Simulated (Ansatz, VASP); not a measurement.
One calculation of Ge, two programs

```
Ge
1.0
     4.02269    0.00000    0.00000
    -2.01134    3.48375    0.00000
     0.00000    0.00000   18.86852
Ge
4
Cartesian
  0.0000 2.3225 5.1843
  2.0113 1.1613 4.5000
  -2.0113 3.4838 10.5685
  0.0000 2.3225 9.8843
```

Alike in both runs: task single point; functional PBE; dispersion D3(BJ); k mesh 9 × 9 × 1; occupations gaussian, width 0.1 eV; no spin polarisation.

|  | VASP | Ansatz |
| --- | --- | --- |
| version | VASP 6.6.1 | Ansatz 0.2.0 |
| potentials or method | VASP PAW PBE potentials, release 64 (Ge_d), cutoff 520 eV | scalar-relativistic, plane waves, PAW |
| valence electrons in the cell | 56 | 56 |

|  | VASP | Ansatz | Ansatz less VASP |
| --- | --- | --- | --- |
| gap on the k mesh at the Fermi level (eV) | none | none | - |
| rms of the force components (eV/Å) | 0.040 | 0.040 | -0.0003 |
| work function, face that differs most (eV) | 4.46 | 4.46 | 0.000 |

Atom by atom the forces differ by 0.001 eV/Å (rms over components). A gap of «none» marks a metal or a gap that the smearing closes.
